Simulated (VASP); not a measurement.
A run of VASP 6.6.1:

The input INCAR:

```
PREC = Accurate
ENCUT = 600
EDIFF = 1E-6
ISMEAR = 0
SIGMA = 0.01
LREAL = Auto
LASPH = T
NELM = 100
ALGO = Normal
ISIF = 3
LWAVE = F
LCHARG = F
GGA = PS
IBRION = 2
NSW = 65
EDIFFG = -0.01
```

The input KPOINTS:

```
Automatic mesh
0
Gamma
  12 12 2
```

POSCAR

```
Si
1.0
    3.8247709102      0.0000000000      0.0000000000
   -1.9123854551      3.3123487719      0.0000000000
    0.0000000000      0.0000000000     25.2987109955
Si
16
Direct
    0.0000000000      0.0000000000      0.0000000000
    0.0000000000      0.0000000000      0.0937500000
    0.3333333333      0.6666666667      0.1250000000
    0.3333333333      0.6666666667      0.2187500000
    0.0000000000      0.0000000000      0.2500000000
    0.0000000000      0.0000000000      0.3437500000
    0.6666666667      0.3333333333      0.3750000000
    0.6666666667      0.3333333333      0.4687500000
    0.0000000000      0.0000000000      0.5000000000
    0.0000000000      0.0000000000      0.5937500000
    0.6666666667      0.3333333333      0.6250000000
    0.6666666667      0.3333333333      0.7187500000
    0.0000000000      0.0000000000      0.7500000000
    0.0000000000      0.0000000000      0.8437500000
    0.6666666667      0.3333333333      0.8750000000
    0.6666666667      0.3333333333      0.9687500000
```

Potentials or basis: VASP PAW PBE potentials, release 64 (Si).

Launch:

```bash
$ cat potpaw_PBE.64/Si/POTCAR > POTCAR
$ mpirun -np 1 vasp_std > vasp.out
```

Hardware: 1 thread of Oxide Virtual Turin-like Processor, with other jobs on the host.

**Question.** Estimate the wall time of this run.

**Answer.** Run time: 110 min on 1 thread of Oxide Virtual Turin-like Processor (shared host), peak memory 0.67 GiB. Counts: scf iterations 68, k points 38, ion steps 13.
